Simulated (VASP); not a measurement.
A run of VASP 6.6.1 is set up as follows.

File INCAR:

```
SYSTEM = BaS
PREC = Accurate ; ENCUT = 520
EDIFF = 1E-7 ; ISMEAR = -1
SIGMA = 0.02 ; LREAL = .False.
LASPH = .True. ; NELM = 80
ALGO = Normal ; ISIF = 2
LWAVE = .False. ; LCHARG = .False.
GGA = PE ; NBANDS = 15
```

Contents of KPOINTS:

```
Automatic mesh
0
Gamma
  8 8 8
  0 0 0
```

File POSCAR:

```
BaS
1.0
    0.0000000000      3.2143926808      3.2143926808
    3.2143926808      0.0000000000      3.2143926808
    3.2143926808      3.2143926808      0.0000000000
Ba S
1 1
Direct
    0.0000000000      0.0000000000      0.0000000000
    0.5000000000      0.5000000000      0.5000000000
```

Potentials or basis: VASP PAW PBE potentials, release 64 (Ba_sv, S).

Run with:

```bash
$ cat potpaw_PBE.64/Ba_sv/POTCAR potpaw_PBE.64/S/POTCAR > POTCAR
$ mpirun -np 1 vasp_std > vasp.out
```

Predict the pressure.

0.5 GPa.

Estimate the band gap on the k mesh.

2.14 eV (least direct gap 2.29 eV).

Caveat: spin-orbit coupling is left out, which moves the levels of the heavy elements. A k mesh can miss the band edges.
